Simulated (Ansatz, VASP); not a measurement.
## MgO in VASP and in Ansatz

```
Mg O
1.0
     3.57354    0.00000    0.00000
    -1.78677    3.09477    0.00000
     0.00000    0.00000    4.38694
Mg O
2 2
Direct
  0.66667 0.33333 0.75000
  0.33333 0.66667 0.25000
  0.66667 0.33333 0.25000
  0.33333 0.66667 0.75000
```

Change from the starting cell: strain +0.025 along x and y, +0.050 along z, atoms carried along.

Alike in both runs: task single point; functional PBEsol; k mesh 9 × 9 × 6; occupations gaussian, width 0.05 eV; no spin polarisation.

```csv
,VASP,Ansatz
version,VASP 6.6.1,Ansatz 0.2.0
potentials or method,"VASP PAW PBE potentials, release 64 (Mg, O), cutoff 520 eV","scalar-relativistic, plane waves, PAW"
valence electrons in the cell,16,32
```

|  | VASP | Ansatz | Ansatz less VASP |
| --- | --- | --- | --- |
| gap on the k mesh at the Fermi level (eV) | 2.80 | 2.80 | +0.006 |
| least direct gap on the mesh (eV) | 2.80 | 2.80 | +0.006 |
| pressure (GPa) | -10.2 | -9.8 | +0.43 |
| traceless stress, the component that is largest in VASP (GPa) | -1.85 | -1.81 | +0.046 |

VASP's potentials were made for PBE, not for PBEsol. VASP's potentials hold 16 valence electrons a cell and Ansatz's 32, so a difference there can come from the potentials and not from the codes.
